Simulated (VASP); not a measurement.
## TiPt3: single point with PBE

TiPt3:

```
Ti Pt
1.0
     3.98728    0.00000    0.00000
     0.00000    3.98728    0.00000
     0.00000    0.00000    3.98728
Ti Pt
1 3
Cartesian
  0.0000 0.0000 0.0000
  0.0000 1.9936 1.9936
  1.9936 0.0000 1.9936
  1.9936 1.9936 0.0000
```

```yaml
Program: VASP 6.6.1
Task: single point
Functional: PBE
Potentials_or_basis: VASP PAW PBE potentials, release 64 (Ti_sv, Pt)
Cutoff: 520 eV
k_mesh: 10 × 10 × 10
Occupations: gaussian, width 0.1 eV
Spin: no spin polarisation
```

| Item | Value |
| --- | --- |
| Pressure | -6.9 GPa |
| Band gap on the k mesh | zero (bands 21 and 22 overlap by 1.70 eV) |

Levels at points of the mesh, in eV from the Fermi level:
| k point | band 19 | band 20 | band 21 | band 22 | band 23 | band 24 |
| --- | --- | --- | --- | --- | --- | --- |
| (0.00, 0.00, 0.00) | -0.01 | -0.01 | 1.24 | 1.24 | 1.62 | 1.62 |
| (0.50, 0.00, 0.00) | -2.38 | -1.28 | -0.17 | -0.17 | -0.01 | 0.45 |
| (0.50, 0.50, 0.00) | -2.19 | -2.12 | -2.05 | 0.20 | 0.20 | 0.36 |
| (0.50, 0.50, 0.50) | -0.54 | -0.54 | -0.46 | -0.46 | -0.46 | 1.06 |

Run time: 55 s on 1 thread of Intel(R) Xeon(R) Platinum 8488C (Sapphire Rapids), with other jobs on the host, peak memory 0.23 GiB.

Caveat: the cell stands under tension; spin-orbit coupling is left out, which moves the levels of the heavy elements.
